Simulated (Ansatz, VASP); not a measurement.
Ru: VASP beside Ansatz

```xyz
2
Lattice="2.7058 0.0000 0.0000 -1.3529 2.3433 0.0000 0.0000 0.0000 4.2819" Properties=species:S:1:pos:R:3 pbc="T T T"
Ru    0.0000    1.5622    1.0705
Ru    1.3529    0.7811    3.2114
```

Alike in both runs: task relaxation of cell and atoms; functional LDA; k mesh 18 × 18 × 12; occupations gaussian, width 0.2 eV; no spin polarisation.

|  | VASP | Ansatz |
| --- | --- | --- |
| version | VASP 6.6.1 | Ansatz 0.2.0 |
| potentials or method | VASP PAW LDA potentials, release 64 (Ru_pv) | scalar-relativistic, plane waves, PAW |
| plane-wave cutoff (eV) | 600 | 420 |
| valence electrons in the cell | 28 | 32 |

```csv
,VASP,Ansatz,Ansatz less VASP
"gap on the k mesh at the Fermi level, each at its own relaxed structure (eV)",none,none,-
relaxed volume (Å³/atom),13.12,13.09,-0.034
relaxed cell length with the largest relative difference (Å),4.228,4.224,-0.0042
```

LDA's correlation is that of Perdew and Zunger in VASP and of Perdew and Wang (1992) in Ansatz. A gap of «none» marks a metal or a gap that the smearing closes. VASP's potentials hold 28 valence electrons a cell and Ansatz's 32, so a difference there can come from the potentials and not from the codes.
